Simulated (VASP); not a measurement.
# Ir (I4/mmm) in VASP: further runs

Runs on Ir. Level: LDA. Tasks: single point.

Everything below comes from runs of VASP 6.6.1. Logs are shortened: lines on timing, memory, paths and dates and some standing lists are left out, and cuts for length are marked.

**1. The cell of the first run**

Symmetry: I4/mmm, No. 139, tetragonal system. Conventional cell: a = 2.905 Å, b = 2.905 Å, c = 3.017 Å, α = 90.00°, β = 90.00°, γ = 90.00°. Within 3.4 Å of Ir (site symmetry 4/mmm) lie 14 Ir at 2.55 to 3.02 Å.

**2. Single point, LDA (12.73 Å³/atom)**

INCAR

```
ALGO = Normal
EDIFF = 1E-6
ENCUT = 520
GGA = CA
ISIF = 2
ISMEAR = 0
LASPH = True
LCHARG = False
LREAL = False
LWAVE = False
NBANDS = 10
NELM = 80
PREC = Accurate
SIGMA = 0.15
```

KPOINTS

```
k-points
0
Gamma
  22 22 22
```

POSCAR

```
Ir
1.0
    0.0000000000      2.0541410149      1.5083557472
    2.0541410149      0.0000000000      1.5083557472
    2.0541410149      2.0541410149      0.0000000000
Ir
1
Direct
    0.0000000000      0.0000000000      0.0000000000
```

Potentials or basis: VASP PAW LDA potentials, release 64 (Ir).

Command:

```console
cat potpaw_LDA.64/Ir/POTCAR > POTCAR
mpirun -np 1 vasp_std > vasp.out
```

OUTCAR:

```text
EDIFF = 1E-6
   ENCUT = 520
   GGA = CA
   ISIF = 2
   ISMEAR = 0
   LASPH = True
   LREAL = False
   NELM = 80
   PREC = Accurate

 ion  position               nearest neighbor table
   1  0.000  0.000  0.000-

  LATTYP: Found a body centered tetragonal cell.
 ALAT       =     2.9049940823
 C/A-ratio  =     1.0384570188

  Lattice vectors:

 A1 = (   0.0000000000,  -2.0541410149,  -1.5083557472)
 A2 = (   0.0000000000,   2.0541410149,  -1.5083557472)
 A3 = (   2.0541410149,   0.0000000000,   1.5083557472)

Analysis of symmetry for initial positions (statically):
=====================================================================
 Subroutine PRICEL returns:
 Original cell was already a primitive cell.

 Routine SETGRP: Setting up the symmetry group for a
 body centered tetragonal supercell.

 Subroutine GETGRP returns: Found 16 space group operations
 (whereof 16 operations were pure point group operations)
 out of a pool of 16 trial point group operations.

The static configuration has the point symmetry D_4h.

Analysis of symmetry for dynamics (positions and initial velocities):
=====================================================================
 Subroutine PRICEL returns:
 Original cell was already a primitive cell.

 Routine SETGRP: Setting up the symmetry group for a
 body centered tetragonal supercell.

 Subroutine GETGRP returns: Found 16 space group operations
 (whereof 16 operations were pure point group operations)
 out of a pool of 16 trial point group operations.

The dynamic configuration has the point symmetry D_4h.

 Subroutine INISYM returns: Found 16 space group operations
 (whereof 16 operations are pure point group operations),
 and found     1 'primitive' translations

----------------------------------------------------------------------------------------

                                     Primitive cell

  volume of cell :      12.7290

  direct lattice vectors                    reciprocal lattice vectors
     0.000000000  2.054141015  1.508355747    -0.243410748  0.243410748  0.331486787
     2.054141015  0.000000000  1.508355747     0.243410748 -0.243410748  0.331486787
     2.054141015  2.054141015  0.000000000     0.243410748  0.243410748 -0.331486787

  length of vectors
     2.548456860  2.548456860  2.904994082     0.477892325  0.477892325  0.477892325

  position of ions in fractional coordinates (direct lattice)
     0.000000000  0.000000000  0.000000000

  ion indices of the primitive-cell ions
[... 79 lines left out ...]
   NFREE  =      0    steps in history (QN), initial steepest desc. (CG)
   ISIF   =      2    stress and relaxation
   ISYM   =      2    0-nonsym 1-usesym 2-fastsym
   POTIM  = 0.5000    time-step for ionic-motion
   TEBEG  =    0.0;   TEEND  =   0.0 temperature during run
   PSTRESS=    0.0 pullay stress
   NELECT =       9.0000    total number of electrons
   NUPDOWN=      -1.0000    fix difference up-down
   EMIN   =  10.00;   EMAX   =-10.00  energy-range for DOS
   EFERMI =   0.00;   METHOD = LEGACY
   ISMEAR =     0;   SIGMA  =   0.15  broadening in eV -4-tet -1-fermi 0-gaus
   EFERMI_NEDOS =   21; number of points for ismear=-14 and -15
   IALGO  =     38    algorithm
   IMIX   =      4    mixing-type and parameters
     AMIX     =   0.40;   BMIX     =  1.00
     AMIX_MAG =   1.60;   BMIX_MAG =  1.00
  volume/ion in A,a.u.               =      12.73        85.90
  Fermi-wavevector in a.u.,A,eV,Ry     =   1.458448  2.756067 28.940546  2.127070
  Thomas-Fermi vector in A             =   2.575131
   LORBIT       =      0    0 simple, 1 ext, 2 COOP (PROOUT), +10 PAW based schemes
   GGA     = CA    functional components
   LHFCALC =     F    Hartree Fock is set to
   AEXX    =    0.0000 exact exchange contribution
   IVDW    =     0    specifies the selected vdW correction
   LEPSILON=     F    determine dielectric tensor
   LRPA    =     F    only Hartree local field effects (RPA)
 non-spin polarized calculation
 Gauss-broadening in eV      SIGMA  =   0.15
  energy-cutoff  :      520.00
  volume of cell :       12.73
 maximum number of plane-waves:       370
   NGX =  9   NGY =  9   NGZ = 11

 number of electron       9.0000000 magnetization

 Free energy of the ion-electron system (eV)
  ---------------------------------------------------
  ext. energy  EPLUGINS =         0.00000000
  ---------------------------------------------------
  free energy    TOTEN  =        -9.40999744 eV

  energy without entropy =       -9.39019518  energy(sigma->0) =       -9.40009631

 E-fermi :  11.9804     XC(G=0): -14.7424

 val. band max:       11.9800084879   @ k =   0.3636   0.2273   0.0455
 cond. band min:      11.9807610276   @ k =   0.4545   0.1818   0.1364
 fundamental gap:      0.0007525397
 Fermi energy:        11.9803824905

 k-point     1 :       0.0000    0.0000    0.0000
  band No.  band energies     occupation
      1      -0.0039      2.00000
      2       7.4367      2.00000
      3       7.4367      2.00000
      4       7.8712      2.00000
      5      10.8393      2.00000
      6      11.6246      1.99920
      7      28.3179      0.00000
      8      29.2015      0.00000
      9      29.2015      0.00000
     10      41.2149      0.00000
[... 287 lines left out ...]
 k-point    24 :      -0.4545    0.0455    0.0000
  band No.  band energies     occupation
      1       3.1210      2.00000
      2       5.6426      2.00000
      3      10.0643      2.00000
      4      10.9943      2.00000
      5      12.8430      0.00000
      6      14.4794      0.00000
      7      21.8870      0.00000
      8      25.5712      0.00000
      9      30.9040      0.00000
     10      37.0721      0.00000

 [... further k-points ...]

------------------------ aborting loop because EDIFF is reached ----------------------------------------

  FORCE on cell =-STRESS in cart. coord.  units (eV):
  Direction    XX          YY          ZZ          XY          YZ          ZX
  --------------------------------------------------------------------------------------
  -------------------------------------------------------------------------------------
  Total        3.9039989      3.9039989      6.5144240      0.0000000      0.0000000      0.0000000
  in kB      491.3896228    491.3896228    819.9593449      0.0000000      0.0000000      0.0000000
  external PRESSURE =     600.9128635 kB  Pullay stress =       0.0000000 kB

 VOLUME and BASIS-vectors are now :
 -----------------------------------------------------------------------------
  energy-cutoff  :      520.00
  volume of cell :       12.73
      direct lattice vectors                 reciprocal lattice vectors
     0.000000000  2.054141015  1.508355747    -0.243410748  0.243410748  0.331486787
     2.054141015  0.000000000  1.508355747     0.243410748 -0.243410748  0.331486787
     2.054141015  2.054141015  0.000000000     0.243410748  0.243410748 -0.331486787

 POSITION                                       TOTAL-FORCE (eV/Angst)
 -----------------------------------------------------------------------------------
      0.00000      0.00000      0.00000         0.000000     -0.000000      0.000000
 -----------------------------------------------------------------------------------
    total drift:                                0.000000      0.000000     -0.000000

  FREE ENERGIE OF THE ION-ELECTRON SYSTEM (eV)
  ---------------------------------------------------
  free  energy   TOTEN  =        -9.4099974379 eV

  energy  without entropy=       -9.3901951819  energy(sigma->0) =       -9.40009631
```

stdout:

```text
POSCAR found type information on POSCAR Ir
 POSCAR found :  1 types and       1 ions
 scaLAPACK will be used
 LDA part: xc-table for (Slater(with rela. corr.)+CA(PZ))
 , standard interpolation
 POSCAR, INCAR and KPOINTS ok, starting setup
 FFT: planning ... GRIDC
 FFT: planning ... GRID_SOFT
 FFT: planning ... GRID
 WAVECAR not read
 entering main loop
```

Wall time 79 s (1 thread of Intel Xeon Platinum 8488C (Sapphire Rapids), shared host); peak memory 0.23 GiB.

Results:

- Free energy: -9.4100 eV
- Pressure: 60.1 GPa
- Band gap on the k mesh: zero (an odd number of electrons rules out a gap without spin polarisation)

Levels at points of the mesh, in eV from the Fermi level:
| k point | band 2 | band 3 | band 4 | band 5 | band 6 | band 7 |
| --- | --- | --- | --- | --- | --- | --- |
| (0.00, 0.00, 0.00) | -4.54 | -4.54 | -4.11 | -1.14 | -0.36 | 16.34 |
| (0.50, 0.00, 0.00) | -6.47 | -1.19 | -0.32 | -0.02 | 2.77 | 9.51 |
| (0.50, 0.50, 0.00) | -8.62 | 1.77 | 2.00 | 2.00 | 7.68 | 8.91 |
| (0.50, 0.00, 0.50) | -6.97 | -0.41 | -0.03 | 0.10 | 2.92 | 9.89 |

Caveat: the cell stands under pressure; spin-orbit coupling is left out, which moves the levels of the heavy elements.

**3. Single point, LDA (12.73 Å³/atom)**

INCAR

```
SYSTEM = Ir
PREC = Accurate
ENCUT = 520
EDIFF = 1E-7
ISMEAR = 0
SIGMA = 0.15
LREAL = .False.
LASPH = .True.
NELM = 100
ALGO = Fast
ISIF = 2
LWAVE = .False.
LCHARG = .False.
GGA = CA
NBANDS = 10
```

KPOINTS

```
Automatic mesh
0
Gamma
  22 22 22
  0 0 0
```

POSCAR

```
Ir
1.0
    0.0000000000      2.1077333808      1.4326263789
    2.1077333808      0.0000000000      1.4326263789
    2.1077333808      2.1077333808      0.0000000000
Ir
1
Direct
    0.0000000000      0.0000000000      0.0000000000
```

Potentials or basis: VASP PAW LDA potentials, release 64 (Ir).

Command:

```console
cat potpaw_LDA.64/Ir/POTCAR > POTCAR
mpirun -np 1 vasp_std > vasp.out
```

Wall time 2.1 min (1 thread of Intel Xeon Platinum 8488C (Sapphire Rapids), shared host); peak memory 0.22 GiB.

It converged, with:

```
Free energy            : -9.4102 eV
Pressure               : 60.2 GPa
Band gap on the k mesh : zero (an odd number of electrons rules out a gap without spin polarisation)
```

Stress tensor (GPa, compression positive):
```
70.49  0.00  0.00
 0.00 70.49  0.00
 0.00  0.00 39.62
```

Levels at points of the mesh, in eV from the Fermi level:
```tsv
k point	band 1	band 2	band 3	band 4	band 5	band 6	band 7	band 8
(0.00, 0.00, 0.00)	-11.96	-4.69	-4.21	-4.21	-1.17	-0.28	16.63	16.63
(0.50, 0.00, 0.00)	-8.92	-6.79	-0.71	-0.10	0.17	2.89	9.79	12.99
(0.50, 0.50, 0.00)	-8.65	-8.58	1.86	1.86	2.11	8.09	8.09	9.40
(0.50, 0.00, 0.50)	-8.97	-6.26	-1.37	-0.40	-0.15	2.75	9.40	13.32
```

Caveat: the cell stands under pressure; spin-orbit coupling is left out, which moves the levels of the heavy elements.

**4. Single point, LDA (13.10 Å³/atom)**

This run uses another cell than the first one, of 13.10 Å³/atom.

INCAR

```
PREC = Accurate
ENCUT = 520
EDIFF = 1E-6
ISMEAR = 0
SIGMA = 0.15
LREAL = False
LASPH = True
NELM = 60
ALGO = Fast
ISIF = 2
LWAVE = False
LCHARG = False
NBANDS = 10
```

KPOINTS

```
regular mesh
0
Gamma
  22 22 22
```

POSCAR

```
Ir
1.0
    0.0000000000      2.0738013558      1.5227923356
    2.0738013558      0.0000000000      1.5227923356
    2.0738013558      2.0738013558      0.0000000000
Ir
1
Direct
    0.0000000000      0.0000000000      0.0000000000
```

Command:

```console
cat potpaw_LDA.64/Ir/POTCAR > POTCAR
mpirun -np 1 vasp_std > vasp.out
```

Wall time 69 s (1 thread of Intel Xeon Platinum 8488C (Sapphire Rapids), shared host); peak memory 0.23 GiB.

The run converged. Its results:

| Property | Result |
| --- | --- |
| Free energy | -9.5284 eV |
| Pressure | 43.0 GPa |
| Band gap on the k mesh | zero (an odd number of electrons rules out a gap without spin polarisation) |

Stress tensor (GPa, compression positive):
```
32.87  0.00  0.00
 0.00 32.87  0.00
 0.00  0.00 63.24
```

Levels at points of the mesh, in eV from the Fermi level:
```
           k point  band 1  band 2  band 3  band 4  band 5  band 6  band 7  band 8  band 9
(0.00, 0.00, 0.00)  -11.67   -4.35   -4.35   -3.94   -1.08   -0.33   16.37   17.24   17.24
(0.50, 0.00, 0.00)   -8.64   -6.20   -1.14   -0.28   -0.02    2.63    9.13   13.19   18.38
(0.50, 0.50, 0.00)   -8.29   -8.25    1.69    1.91    1.91    7.56    8.78    8.78   16.47
(0.50, 0.00, 0.50)   -8.60   -6.68   -0.40   -0.01    0.09    2.78    9.50   12.87   17.40
```

Caveat: the cell stands under pressure; spin-orbit coupling is left out, which moves the levels of the heavy elements.

**5. Summary**

| cell | gap on the mesh (eV) | pressure (GPa) |
| --- | --- | --- |
| a = 2.548, b = 2.548, c = 2.905 Å, angles 55.3, 55.3, 69.5°, 1 atom | none | 60.1 |
| a = 2.549, b = 2.549, c = 2.981 Å, angles 54.2, 54.2, 71.6°, 1 atom | none | 60.2 |
| a = 2.573, b = 2.573, c = 2.933 Å, angles 55.3, 55.3, 69.5°, 1 atom | none | 43.0 |

Alike in all rows: task single point; level LDA; potentials or basis VASP PAW LDA potentials, release 64 (Ir); no spin polarisation; k mesh 22 × 22 × 22; cutoff (eV) 520; smearing gaussian 0.15 eV.

Caveats: the cell stands under pressure; spin-orbit coupling is left out, which moves the levels of the heavy elements.

Absolute energies hang on the potentials; compare differences alone.
